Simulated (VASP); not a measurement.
Here is a VASP 6.6.1 calculation.

INCAR

```
  PREC = Accurate
  ENCUT = 500
  EDIFF = 1E-7
  ISMEAR = 0
  SIGMA = 0.01
  LREAL = False
  LASPH = True
  NELM = 120
  ALGO = Normal
  ISIF = 3
  LWAVE = False
  LCHARG = False
  IBRION = 2
  NSW = 80
  EDIFFG = -0.03
  GGA_COMPAT = False
  NELMIN = 4
```

The input KPOINTS:

```
regular mesh
0
Gamma
  5 5 5
```

POSCAR

```
CdTe
1.0
    4.5325540000      0.0000000000      0.0000000000
    2.2662770000      3.9253069080      0.0000000000
    2.2662770000      1.3084356360      3.7008148439
Cd Te
1 1
Direct
    0.0000000000      0.0000000000      0.0000000000
    0.2500000000      0.2500000000      0.2500000000
```

Potentials or basis: VASP PAW LDA potentials, release 64 (Cd, Te).

The run is started by

```bash
$ cat potpaw_LDA.64/Cd/POTCAR potpaw_LDA.64/Te/POTCAR > POTCAR
$ mpirun -np 1 vasp_std > vasp.out
```

Predict the relaxed cell.

a = 4.546 Å, b = 4.546 Å, c = 4.546 Å, α = 60.00°, β = 60.00°, γ = 60.00°.

Predict the band gap on the k mesh.

0.62 eV, direct.

What does it give for the space group after relaxing (to 0.05 Å)?

F-43m (No. 216).

Final structure:
```
CELL_PARAMETERS angstrom
4.54630 0.00000 0.00000
2.27315 3.93721 0.00000
2.27315 1.31240 3.71204
ATOMIC_POSITIONS crystal
Cd 0.00000 0.00000 0.00000
Te 0.25000 0.25000 0.25000
```

Caveat: spin-orbit coupling is left out, which moves the levels of the heavy elements. Expect the measured gap to be larger: semilocal functionals such as LDA lack the derivative discontinuity.
